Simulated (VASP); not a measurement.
# AlN (R3m) in VASP: a series of runs

The runs below take AlN through single point, with r2SCAN.

Everything below comes from runs of VASP 6.6.1. Logs are shortened: lines on timing, memory, paths and dates and some standing lists are left out, and cuts for length are marked.

### Step 1. The cell of the first run

The structure is trigonal, space group R3m (No. 160). Conventional cell: a = 3.089 Å, b = 3.089 Å, c = 7.566 Å, α = 90.00°, β = 90.00°, γ = 120.00°. Al (site symmetry 3m) has 4 N at 1.85 to 2.04 Å within 2.5 Å. N (site symmetry 3m) has 4 Al at 1.85 to 2.04 Å within 2.5 Å.

### Step 2. Single point, r2SCAN (all Al atoms moved +0.150 Å, as atom 1 along Cartesian [1 1 1])

Contents of POSCAR:

```
AlN
1.0
    0.0000000000      2.1839935596      2.1839935596
    2.1839935596      0.0000000000      2.1839935596
    2.1839935596      2.1839935596      0.0000000000
Al N
1 1
Direct
    0.0198266474      0.0198266474      0.0198266474
    0.7500000000      0.7500000000      0.7500000000
```

Contents of INCAR.step1:

```
ALGO = Normal
EDIFF = 1E-4
ENCUT = 520
GGA = PE
ISMEAR = 0
LASPH = T
LCHARG = F
LREAL = F
LWAVE = T
NBANDS = 11
NELM = 60
PREC = Accurate
SIGMA = 0.05
```

Contents of INCAR.step2:

```
ALGO = Normal
EDIFF = 1E-7
ENCUT = 520
ISIF = 2
ISMEAR = 0
ISTART = 1
LASPH = T
LCHARG = F
LMIXTAU = T
LREAL = F
LWAVE = F
METAGGA = R2SCAN
NBANDS = 11
NELM = 60
PREC = Accurate
SIGMA = 0.05
```

Contents of KPOINTS:

```
k-points
0
Gamma
  10 10 10
```

Potentials or basis: VASP PAW PBE potentials, release 64 (Al, N).

The run is started by

```console
$ cat potpaw_PBE.64/Al/POTCAR potpaw_PBE.64/N/POTCAR > POTCAR
$ cp INCAR.step1 INCAR
$ mpirun -np 1 vasp_std > vasp.out
$ cp INCAR.step2 INCAR
$ mpirun -np 1 vasp_std > vasp.out
```

OUTCAR:

```text
EDIFF = 1E-7
   ENCUT = 520
   ISIF = 2
   ISMEAR = 0
   ISTART = 1
   LASPH = T
   LREAL = F
   METAGGA = R2SCAN
   NELM = 60
   PREC = Accurate

 ion  position               nearest neighbor table
   1  0.020  0.020  0.020-   2 1.85   2 1.85   2 1.85   2 2.04
   2  0.750  0.750  0.750-   1 1.85   1 1.85   1 1.85   1 2.04

  LATTYP: Found a face centered cubic cell.
 ALAT       =     4.3679871192

  Lattice vectors:

 A1 = (   0.0000000000,   2.1839935596,   2.1839935596)
 A2 = (   2.1839935596,   0.0000000000,   2.1839935596)
 A3 = (   2.1839935596,   2.1839935596,   0.0000000000)

Analysis of symmetry for initial positions (statically):
=====================================================================
 Subroutine PRICEL returns:
 Original cell was already a primitive cell.

 Routine SETGRP: Setting up the symmetry group for a
 face centered cubic supercell.

 Subroutine GETGRP returns: Found  6 space group operations
 (whereof  6 operations were pure point group operations)
 out of a pool of 48 trial point group operations.

The static configuration has the point symmetry C_3v.

Analysis of symmetry for dynamics (positions and initial velocities):
=====================================================================
 Subroutine PRICEL returns:
 Original cell was already a primitive cell.

 Routine SETGRP: Setting up the symmetry group for a
 face centered cubic supercell.

 Subroutine GETGRP returns: Found  6 space group operations
 (whereof  6 operations were pure point group operations)
 out of a pool of 48 trial point group operations.

The dynamic configuration has the point symmetry C_3v.

 Subroutine INISYM returns: Found  6 space group operations
 (whereof  6 operations are pure point group operations),
 and found     1 'primitive' translations

----------------------------------------------------------------------------------------

                                     Primitive cell

  volume of cell :      20.8345

  direct lattice vectors                    reciprocal lattice vectors
     0.000000000  2.183993560  2.183993560    -0.228938404  0.228938404  0.228938404
     2.183993560  0.000000000  2.183993560     0.228938404 -0.228938404  0.228938404
     2.183993560  2.183993560  0.000000000     0.228938404  0.228938404 -0.228938404

  length of vectors
     3.088633312  3.088633312  3.088633312     0.396532948  0.396532948  0.396532948

  position of ions in fractional coordinates (direct lattice)
     0.019826647  0.019826647  0.019826647
     0.750000000  0.750000000  0.750000000

  ion indices of the primitive-cell ions
   primitive index   ion index
                 1           1
                 2           2

----------------------------------------------------------------------------------------

 KPOINTS: k-points

Automatic generation of k-mesh.
 Grid dimensions read from file:
 generate k-points for:   10   10   10

 Generating k-lattice:

  Cartesian coordinates                     Fractional coordinates (reciprocal lattice)
    -0.022893840  0.022893840  0.022893840     0.100000000  0.000000000  0.000000000
     0.022893840 -0.022893840  0.022893840     0.000000000  0.100000000  0.000000000
     0.022893840  0.022893840 -0.022893840     0.000000000  0.000000000  0.100000000

  Length of vectors
     0.039653295  0.039653295  0.039653295

  Shift w.r.t. Gamma in fractional coordinates (k-lattice)
     0.000000000  0.000000000  0.000000000

 Subroutine IBZKPT returns following result:
 ===========================================

 Found    116 irreducible k-points:

 Following reciprocal coordinates:
            Coordinates               Weight
  0.000000  0.000000  0.000000      1.000000
  0.100000  0.000000  0.000000      6.000000
  0.100000  0.100000  0.100000      2.000000
  0.200000  0.000000  0.000000      6.000000
  0.200000  0.200000  0.200000      2.000000
  0.300000  0.000000  0.000000      6.000000
[... 16 lines left out ...]
  0.100000  0.100000 -0.400000      6.000000
  0.500000  0.400000  0.500000      6.000000
 [... further k-points ...]
   k-points           NKPTS =    116   k-points in BZ     NKDIM =    116   number of bands    NBANDS=     11
   number of dos      NEDOS =    301   number of ions     NIONS =      2
   total plane-waves  NPLWV =  13824
   dimension x,y,z NGX =    24 NGY =   24 NGZ =   24
   dimension x,y,z NGXF=    48 NGYF=   48 NGZF=   48
   ions per type =               1   1
   NGX,Y,Z   is equivalent  to a cutoff of  12.92, 12.92, 12.92 a.u.
   NGXF,Y,Z  is equivalent  to a cutoff of  25.84, 25.84, 25.84 a.u.
 SYSTEM =  unknown system
   PREC   = accura    normal or accurate (medium, high low for compatibility)
   ISTART =      1    job   : 0-new  1-cont  2-samecut
   ICHARG =      0    charge: 1-file 2-atom 10-const
   ISPIN  =      1    spin polarized calculation?
   LNONCOLLINEAR =      F non collinear calculations
   LSORBIT =      F    spin-orbit coupling
   LASPH  =      T    aspherical Exc in radial PAW
   ENCUT  =  520.0 eV  38.22 Ry    6.18 a.u.   5.74  5.74  5.74*2*pi/ulx,y,z
   NELM   =     60;   NELMIN=  2; NELMDL=  0     # of ELM steps
   EDIFF  = 0.1E-06   stopping-criterion for ELM
   LREAL  =      F    real-space projection
   EDIFFG = 0.1E-05   stopping-criterion for IOM
   NSW    =      0    number of steps for IOM
   IBRION =     -1    ionic relax: 0-MD 1-quasi-New 2-CG
   NFREE  =      0    steps in history (QN), initial steepest desc. (CG)
   ISIF   =      2    stress and relaxation
   ISYM   =      2    0-nonsym 1-usesym 2-fastsym
   POTIM  = 0.5000    time-step for ionic-motion
   TEBEG  =    0.0;   TEEND  =   0.0 temperature during run
   PSTRESS=    0.0 pullay stress
   NELECT =       8.0000    total number of electrons
   NUPDOWN=      -1.0000    fix difference up-down
   EMIN   =  10.00;   EMAX   =-10.00  energy-range for DOS
   EFERMI =   0.00;   METHOD = LEGACY
   ISMEAR =     0;   SIGMA  =   0.05  broadening in eV -4-tet -1-fermi 0-gaus
   EFERMI_NEDOS =   21; number of points for ismear=-14 and -15
   IALGO  =     38    algorithm
   IMIX   =      4    mixing-type and parameters
     AMIX     =   0.40;   BMIX     =  1.00
     AMIX_MAG =   1.60;   BMIX_MAG =  1.00
  volume/ion in A,a.u.               =      10.42        70.30
  Fermi-wavevector in a.u.,A,eV,Ry     =   1.189899  2.248583 19.263943  1.415860
  Thomas-Fermi vector in A             =   2.325996
   LORBIT       =      0    0 simple, 1 ext, 2 COOP (PROOUT), +10 PAW based schemes
   METAGGA = R2SCAN    functional components
   LHFCALC =     F    Hartree Fock is set to
   AEXX    =    0.0000 exact exchange contribution
   IVDW    =     0    specifies the selected vdW correction
   LEPSILON=     F    determine dielectric tensor
   LRPA    =     F    only Hartree local field effects (RPA)
 non-spin polarized calculation
 Gauss-broadening in eV      SIGMA  =   0.05
  energy-cutoff  :      520.00
  volume of cell :       20.83
 maximum number of plane-waves:       571
   NGX = 11   NGY = 11   NGZ = 11

 number of electron       8.0000000 magnetization

 Free energy of the ion-electron system (eV)
  ---------------------------------------------------
  ext. energy  EPLUGINS =         0.00000000
  ---------------------------------------------------
  free energy    TOTEN  =       -19.04550949 eV

  energy without entropy =      -19.04550949  energy(sigma->0) =      -19.04550949

 E-fermi :   6.3970     XC(G=0): -11.4159

 val. band max:        6.1501087623   @ k =   0.0000   0.0000   0.0000
 cond. band min:       9.6251395850   @ k =   0.5000   0.5000   0.0000
 fundamental gap:      3.4750308227
 Fermi energy:         6.3969945133

 k-point     1 :       0.0000    0.0000    0.0000
  band No.  band energies     occupation
      1     -10.0553      2.00000
      2       5.4528      2.00000
      3       5.4528      2.00000
      4       6.1501      2.00000
      5      10.5306      0.00000
      6      19.2092      0.00000
      7      19.2296      0.00000
      8      19.2296      0.00000
      9      24.1661      0.00000
     10      24.1661      0.00000
     11      25.3141      0.00000

 k-point     2 :       0.1000    0.0000    0.0000
  band No.  band energies     occupation
      1      -9.9083      2.00000
      2       4.7214      2.00000
      3       5.4054      2.00000
      4       6.0539      2.00000
      5      11.1619      0.00000
      6      18.6648      0.00000
      7      19.4265      0.00000
      8      19.5037      0.00000
      9      22.8991      0.00000
     10      22.9660      0.00000
     11      25.2463      0.00000

 k-point     3 :       0.1000    0.1000    0.1000
  band No.  band energies     occupation
      1      -9.9103      2.00000
      2       5.2625      2.00000
      3       5.4021      2.00000
      4       5.4021      2.00000
      5      11.2783      0.00000
      6      18.8205      0.00000
      7      19.3098      0.00000
      8      19.3098      0.00000
      9      23.1946      0.00000
     10      23.1946      0.00000
     11      24.7186      0.00000

 k-point     4 :       0.2000    0.0000    0.0000
  band No.  band energies     occupation
      1      -9.4915      2.00000
      2       3.1541      2.00000
      3       5.2870      2.00000
      4       5.8942      2.00000
      5      12.2988      0.00000
      6      17.8745      0.00000
      7      19.2267      0.00000
      8      19.4727      0.00000
      9      22.2939      0.00000
     10      22.6171      0.00000
     11      24.3089      0.00000
[... 239 lines left out ...]
 k-point    22 :       0.5000    0.1000    0.0000
  band No.  band energies     occupation
      1      -7.9912      2.00000
      2      -0.0549      2.00000
      3       4.6109      2.00000
      4       5.3403      2.00000
      5      14.1331      0.00000
      6      15.3453      0.00000
      7      18.0307      0.00000
      8      18.6037      0.00000
      9      24.7434      0.00000
     10      26.1893      0.00000
     11      27.5737      0.00000

 k-point    23 :       0.1000    0.1000   -0.4000
  band No.  band energies     occupation
      1      -7.9909      2.00000
      2      -0.0624      2.00000
      3       4.8631      2.00000
      4       5.0738      2.00000
      5      14.1360      0.00000
      6      15.3995      0.00000
      7      18.2919      0.00000
      8      18.3463      0.00000
      9      24.4570      0.00000
     10      26.8575      0.00000
     11      27.1116      0.00000

 k-point    24 :       0.5000    0.4000    0.5000
  band No.  band energies     occupation
      1      -8.0277      2.00000
      2       0.2189      2.00000
      3       4.5382      2.00000
      4       4.8322      2.00000
      5      14.4037      0.00000
      6      15.4407      0.00000
      7      17.9965      0.00000
      8      18.4713      0.00000
      9      24.9921      0.00000
     10      26.1341      0.00000
     11      27.2746      0.00000

 [... further k-points ...]
[... 5 lines left out ...]
  --------------------------------------------------------------------------------------
  -------------------------------------------------------------------------------------
  Total        0.2802416      0.2802416      0.2802416     -0.5252029     -0.5252029     -0.5252029
  in kB       21.5505891     21.5505891     21.5505891    -40.3881203    -40.3881203    -40.3881203
  external PRESSURE =      21.5505891 kB  Pullay stress =       0.0000000 kB

 VOLUME and BASIS-vectors are now :
 -----------------------------------------------------------------------------
  energy-cutoff  :      520.00
  volume of cell :       20.83
      direct lattice vectors                 reciprocal lattice vectors
     0.000000000  2.183993560  2.183993560    -0.228938404  0.228938404  0.228938404
     2.183993560  0.000000000  2.183993560     0.228938404 -0.228938404  0.228938404
     2.183993560  2.183993560  0.000000000     0.228938404  0.228938404 -0.228938404

 POSITION                                       TOTAL-FORCE (eV/Angst)
 -----------------------------------------------------------------------------------
      0.08660      0.08660      0.08660        -0.909780     -0.909780     -0.909780
      3.27599      3.27599      3.27599         0.909780      0.909780      0.909780
 -----------------------------------------------------------------------------------
    total drift:                               -0.000310     -0.000310     -0.000310

  FREE ENERGIE OF THE ION-ELECTRON SYSTEM (eV)
  ---------------------------------------------------
  free  energy   TOTEN  =       -19.0455094864 eV

  energy  without entropy=      -19.0455094864  energy(sigma->0) =      -19.04550949
```

Wall time 70 s (1 thread of Intel Xeon Platinum 8375C at 2.90GHz (Ice Lake), shared host); peak memory 0.15 GiB.

Results:

```yaml
Free_energy: -19.0455 eV
Pressure: 2.2 GPa
Largest_force: 1.576 eV/Å
Band_gap_on_the_k_mesh: 3.48 eV, indirect (least direct gap 4.38 eV)
```

Forces in eV/Å, atoms in the order of the input:
```
Al  -0.910 -0.910 -0.910
N    0.910  0.910  0.910
```

Stress tensor (GPa, compression positive):
```
 2.16 -4.04 -4.04
-4.04  2.16 -4.04
-4.04 -4.04  2.16
```

Levels at points of the mesh, in eV from the valence-band top:
| k point | band 2 | band 3 | band 4 | band 5 | band 6 | band 7 |
| --- | --- | --- | --- | --- | --- | --- |
| (0.00, 0.00, 0.00) | -0.70 | -0.70 | 0.00 | 4.38 | 13.06 | 13.08 |
| (0.50, 0.00, 0.00) | -6.42 | -1.14 | -0.59 | 7.62 | 10.23 | 11.42 |
| (0.50, 0.50, 0.50) | -6.15 | -1.17 | -1.17 | 7.89 | 10.47 | 11.40 |
| (0.50, 0.50, 0.00) | -5.42 | -2.43 | -2.08 | 3.47 | 8.93 | 14.60 |

Caveat: the cell differs from its parent crystal (all Al atoms moved +0.150 Å, as atom 1 along Cartesian [1 1 1]); the PAW data sets were made with another functional, which shifts forces and pressure a little. A k mesh can miss the band edges.

[end of part 1 of 2]
